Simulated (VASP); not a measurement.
S: single point with PBEsol

S:

```
S
1.0
     5.38300    3.10788    1.40833
    -5.38300    3.10788    1.40833
     0.00000   -6.21575    1.40833
S
6
Direct
  0.58450 0.35100 0.24650
  0.24650 0.58450 0.35100
  0.35100 0.24650 0.58450
  0.41550 0.64900 0.75350
  0.75350 0.41550 0.64900
  0.64900 0.75350 0.41550
```

```yaml
Program: VASP 6.6.1
Task: single point
Functional: PBEsol
Potentials_or_basis: VASP PAW PBE potentials, release 64 (S)
Cutoff: 520 eV
k_mesh: 6 × 6 × 6
Occupations: gaussian, width 0.1 eV
Spin: no spin polarisation
```

| Quantity | Value |
| --- | --- |
| Pressure | -0.3 GPa |
| Largest force | 0.057 eV/Å |
| Band gap on the k mesh | 1.93 eV, indirect (least direct gap 2.02 eV) |

Forces on the atoms (eV/Å):
```
S    0.015  0.038  0.041
S   -0.040 -0.006  0.041
S    0.025 -0.031  0.041
S   -0.015 -0.038 -0.041
S    0.040  0.006 -0.041
S   -0.025  0.031 -0.041
```

Stress tensor (GPa, compression positive):
```
-0.49  0.00  0.00
 0.00 -0.49  0.00
 0.00  0.00 -0.07
```

Levels at points of the mesh, in eV from the valence-band top:
| k point | band 15 | band 16 | band 17 | band 18 | band 19 | band 20 | band 21 | band 22 |
| --- | --- | --- | --- | --- | --- | --- | --- | --- |
| (0.00, 0.00, 0.00) | -1.02 | -1.02 | -0.90 | -0.90 | 2.22 | 2.22 | 3.25 | 3.25 |
| (0.50, 0.00, 0.00) | -1.33 | -1.14 | -0.77 | -0.22 | 2.34 | 2.69 | 2.89 | 3.67 |
| (0.50, 0.50, 0.00) | -1.39 | -1.24 | -1.10 | -0.72 | 2.09 | 2.67 | 3.15 | 3.21 |
| (0.50, 0.50, 0.50) | -1.77 | -1.26 | -1.26 | 0.00 | 2.01 | 2.01 | 2.66 | 3.92 |

Wall time 2 min on 1 thread of Intel(R) Xeon(R) Platinum 8488C (Sapphire Rapids), on a shared host, peak memory 0.35 GiB.

Caveat: the PAW data sets were made with another functional, which shifts forces and pressure a little. A k mesh can miss the band edges.
